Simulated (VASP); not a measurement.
# NaCl (Pm-3m) in VASP: a series of runs, part 2 of 2

VASP 6.6.1. Earlier steps stand in the parts before.

## Step 3: Single point, BLYP

INCAR reads:

```
PREC = Accurate ; ENCUT = 520
EDIFF = 1E-6 ; ISMEAR = 0
SIGMA = 0.01 ; LREAL = False
LASPH = True ; NELM = 100
ALGO = Normal ; ISIF = 2
LWAVE = False ; LCHARG = True
GGA = B5 ; ALDAX = 1.0
AGGAX = 1.0 ; AGGAC = 1.0
ALDAC = 0.0 ; LELF = True
LVHAR = True ; NBANDS = 14
```

KPOINTS reads:

```
regular mesh
0
Gamma
  7 7 7
```

POSCAR reads:

```
NaCl
1.0
    2.8600000000      0.0000000000      0.0000000000
    0.0000000000      2.8600000000      0.0000000000
    0.0000000000      0.0000000000      2.8600000000
Na Cl
1 1
Direct
    0.0000000000      0.0000000000      0.0000000000
    0.5000000000      0.5000000000      0.5000000000
```

Potentials or basis: VASP PAW PBE potentials, release 64 (Na_pv, Cl).

On the command line:

```
> cat potpaw_PBE.64/Na_pv/POTCAR potpaw_PBE.64/Cl/POTCAR > POTCAR
> mpirun -np 1 vasp_std > vasp.out
```

OUTCAR:

```text
PREC = Accurate
   ENCUT = 520
   EDIFF = 1E-6
   ISMEAR = 0
   LREAL = False
   LASPH = True
   NELM = 100
   ISIF = 2
   GGA = B5

 ion  position               nearest neighbor table
   1  0.000  0.000  0.000-   2 2.48   2 2.48   2 2.48   2 2.48   2 2.48   2 2.48   2 2.48   2 2.48

   2  0.500  0.500  0.500-   1 2.48   1 2.48   1 2.48   1 2.48   1 2.48   1 2.48   1 2.48   1 2.48

  LATTYP: Found a simple cubic cell.
 ALAT       =     2.8600000000

  Lattice vectors:

 A1 = (   2.8600000000,   0.0000000000,   0.0000000000)
 A2 = (   0.0000000000,   2.8600000000,   0.0000000000)
 A3 = (   0.0000000000,   0.0000000000,   2.8600000000)

Analysis of symmetry for initial positions (statically):
=====================================================================
 Subroutine PRICEL returns:
 Original cell was already a primitive cell.

 Routine SETGRP: Setting up the symmetry group for a
 simple cubic supercell.

 Subroutine GETGRP returns: Found 48 space group operations
 (whereof 48 operations were pure point group operations)
 out of a pool of 48 trial point group operations.

The static configuration has the point symmetry O_h .

Analysis of symmetry for dynamics (positions and initial velocities):
=====================================================================
 Subroutine PRICEL returns:
 Original cell was already a primitive cell.

 Routine SETGRP: Setting up the symmetry group for a
 simple cubic supercell.

 Subroutine GETGRP returns: Found 48 space group operations
 (whereof 48 operations were pure point group operations)
 out of a pool of 48 trial point group operations.

The dynamic configuration has the point symmetry O_h .

 Subroutine INISYM returns: Found 48 space group operations
 (whereof 48 operations are pure point group operations),
 and found     1 'primitive' translations

----------------------------------------------------------------------------------------

                                     Primitive cell

  volume of cell :      23.3937

[... 113 lines left out ...]
   LRPA    =     F    only Hartree local field effects (RPA)
 non-spin polarized calculation
 Gauss-broadening in eV      SIGMA  =   0.01
  energy-cutoff  :      520.00
  volume of cell :       23.39
 maximum number of plane-waves:       642
 NGX is ok and might be reduce to    24
   NGX = 11   NGY = 11   NGZ = 11

 number of electron      13.9999997 magnetization

 Free energy of the ion-electron system (eV)
  ---------------------------------------------------
  ext. energy  EPLUGINS =         0.00000000
  ---------------------------------------------------
  free energy    TOTEN  =        -3.49036262 eV

  energy without entropy =       -3.49036262  energy(sigma->0) =       -3.49036262

 E-fermi :   7.1425     XC(G=0): -10.8896

 val. band max:        7.0629054722   @ k =   0.4286   0.4286   0.0000
 cond. band min:      12.2297092903   @ k =   0.4286   0.4286   0.0000
 fundamental gap:      5.1668038181
 Fermi energy:         7.1424893584

 k-point     1 :       0.0000    0.0000    0.0000
  band No.  band energies     occupation
      1     -15.8906      2.00000
      2     -15.8906      2.00000
      3     -15.8906      2.00000
      4      -9.7386      2.00000
      5       5.9097      2.00000
      6       5.9097      2.00000
      7       5.9097      2.00000
      8      14.0590      0.00000
      9      14.0590      0.00000
     10      14.7844      0.00000
     11      24.9642      0.00000
     12      24.9642      0.00000
     13      24.9642      0.00000
     14      29.7177      0.00000
[... 309 lines left out ...]
      1     -16.0649      2.00000
      2     -16.0575      2.00000
      3     -16.0575      2.00000
      4      -6.3998      2.00000
      5       2.5485      2.00000
      6       2.5485      2.00000
      7       2.6280      2.00000
      8      13.8230      0.00000
      9      13.9953      0.00000
     10      13.9953      0.00000
     11      24.9232      0.00000
     12      27.9574      0.00000
     13      27.9574      0.00000
     14      29.2007      0.00000

------------------------ aborting loop because EDIFF is reached ----------------------------------------

  FORCE on cell =-STRESS in cart. coord.  units (eV):
  Direction    XX          YY          ZZ          XY          YZ          ZX
  --------------------------------------------------------------------------------------
  -------------------------------------------------------------------------------------
  Total       10.1938153     10.1938153     10.1938153     -0.0000000      0.0000000     -0.0000000
  in kB      698.1508069    698.1508069    698.1508069     -0.0000000      0.0000000     -0.0000000
  external PRESSURE =     698.1508069 kB  Pullay stress =       0.0000000 kB

 VOLUME and BASIS-vectors are now :
 -----------------------------------------------------------------------------
  energy-cutoff  :      520.00
  volume of cell :       23.39
      direct lattice vectors                 reciprocal lattice vectors
     2.860000000  0.000000000  0.000000000     0.349650350  0.000000000  0.000000000
     0.000000000  2.860000000  0.000000000     0.000000000  0.349650350  0.000000000
     0.000000000  0.000000000  2.860000000     0.000000000  0.000000000  0.349650350

 POSITION                                       TOTAL-FORCE (eV/Angst)
 -----------------------------------------------------------------------------------
      0.00000      0.00000      0.00000         0.000000      0.000000      0.000000
      1.43000      1.43000      1.43000         0.000000      0.000000      0.000000
 -----------------------------------------------------------------------------------
    total drift:                                0.000000     -0.000000     -0.000000

  FREE ENERGIE OF THE ION-ELECTRON SYSTEM (eV)
  ---------------------------------------------------
  free  energy   TOTEN  =        -3.4903626218 eV

  energy  without entropy=       -3.4903626218  energy(sigma->0) =       -3.49036262
```

OSZICAR:

```text
N       E                     dE             d eps       ncg     rms          rms(c)
DAV:   1     0.113932006344E+03    0.11393E+03   -0.73466E+03   560   0.120E+03
DAV:   2     0.226809415803E+01   -0.11166E+03   -0.10220E+03   632   0.346E+02
DAV:   3    -0.383517204854E+01   -0.61033E+01   -0.60738E+01   734   0.704E+01
DAV:   4    -0.389762184193E+01   -0.62450E-01   -0.62431E-01   650   0.727E+00
DAV:   5    -0.389850783431E+01   -0.88599E-03   -0.88595E-03   748   0.920E-01    0.548E+00
DAV:   6    -0.355511686491E+01    0.34339E+00   -0.32286E-01   780   0.624E+00    0.379E+00
DAV:   7    -0.349193430469E+01    0.63183E-01   -0.17033E-01   782   0.385E+00    0.217E+00
DAV:   8    -0.349083838512E+01    0.10959E-02   -0.13056E-02   602   0.126E+00    0.729E-01
DAV:   9    -0.349035948788E+01    0.47890E-03   -0.67948E-04   698   0.375E-01    0.938E-02
DAV:  10    -0.349036296005E+01   -0.34722E-05   -0.44172E-05   774   0.108E-01    0.458E-02
DAV:  11    -0.349036262183E+01    0.33822E-06   -0.55105E-06   708   0.253E-02
   1 F= -.34903626E+01 E0= -.34903626E+01  d E =-.614977E-31
```

stdout:

```text
POSCAR found type information on POSCAR NaCl
 POSCAR found :  2 types and       2 ions
 scaLAPACK will be used
 -----------------------------------------------------------------------------
|                                                                             |
|                                                                             |
|     You enforced a specific xc type in the INCAR file but a different       |
|     I HOPE YOU KNOW WHAT YOU ARE DOING!                                     |
|                                                                             |
 -----------------------------------------------------------------------------

 LDA part: xc-table for (Slater(with rela. corr.)+VWN5), standard interpolation
 POSCAR, INCAR and KPOINTS ok, starting setup
 FFT: planning ... GRIDC
 FFT: planning ... GRID_SOFT
 FFT: planning ... GRID
 WAVECAR not read
 entering main loop
```

It took 9.7 s on 1 thread of AMD EPYC 7R13 (Zen 3), shared host; peak memory 0.1 GiB.

Results:

| Item | Value |
| --- | --- |
| Free energy | -3.4904 eV |
| Pressure | 69.8 GPa |
| Band gap on the k mesh | 5.17 eV, direct |

Levels at points of the mesh, in eV from the valence-band top:
```csv
k point,band 4,band 5,band 6,band 7,band 8,band 9,band 10,band 11
"(0.00, 0.00, 0.00)",-16.80,-1.15,-1.15,-1.15,7.00,7.00,7.72,17.90
```

Caveat: the PAW data sets were made with another functional, which shifts forces and pressure a little.

## Step 4: Single point, RPBE

INCAR reads:

```
SYSTEM = NaCl
ALGO = Normal ; EDIFF = 1E-7
ENCUT = 520 ; GGA = RP
ISIF = 2 ; ISMEAR = 0
LASPH = .True. ; LCHARG = .False.
LREAL = .False. ; LWAVE = .False.
NBANDS = 14 ; NELM = 80
PREC = Accurate ; SIGMA = 0.01
```

KPOINTS reads:

```
k-points
0
Gamma
  7 7 7
  0 0 0
```

POSCAR is that of step 3.

On the command line:

```
> cat potpaw_PBE.64/Na_pv/POTCAR potpaw_PBE.64/Cl/POTCAR > POTCAR
> mpirun -np 1 vasp_std > vasp.out
```

Wall time 6.1 s (1 thread of AMD EPYC 7R13 (Zen 3), shared host); peak memory 0.1 GiB.

The run converged. Its results:

```yaml
Free_energy: -3.4596 eV
Pressure: 70.2 GPa
Band_gap_on_the_k_mesh: 5.18 eV, direct
```

Levels at points of the mesh, in eV from the valence-band top:
| k point | band 5 | band 6 | band 7 | band 8 | band 9 | band 10 |
| --- | --- | --- | --- | --- | --- | --- |
| (0.00, 0.00, 0.00) | -1.16 | -1.16 | -1.16 | 6.87 | 6.87 | 7.81 |

Caveat: the PAW data sets were made with another functional, which shifts forces and pressure a little.

## Step 5: Summary

| level | gap on the mesh (eV) | pressure (GPa) |
| --- | --- | --- |
| PBE | 4.99 | 65.2 |
| BLYP | 5.17 | 69.8 |
| RPBE | 5.18 | 70.2 |

Alike in all rows: task single point; potentials or basis VASP PAW PBE potentials, release 64 (Na_pv, Cl); no spin polarisation; cell as given; k mesh 7 × 7 × 7; cutoff (eV) 520; smearing gaussian 0.01 eV.

On the cell as given the gap runs from 4.99 eV (PBE) to 5.18 eV (RPBE). The pressure there spans 65.2 GPa (PBE) to 70.2 GPa (RPBE); a positive pressure means that this level wants a larger cell, a negative one a smaller.

Caveats: the PAW data sets were made with another functional, which shifts forces and pressure a little (some runs).

Absolute energies hang on the potentials; compare differences alone.
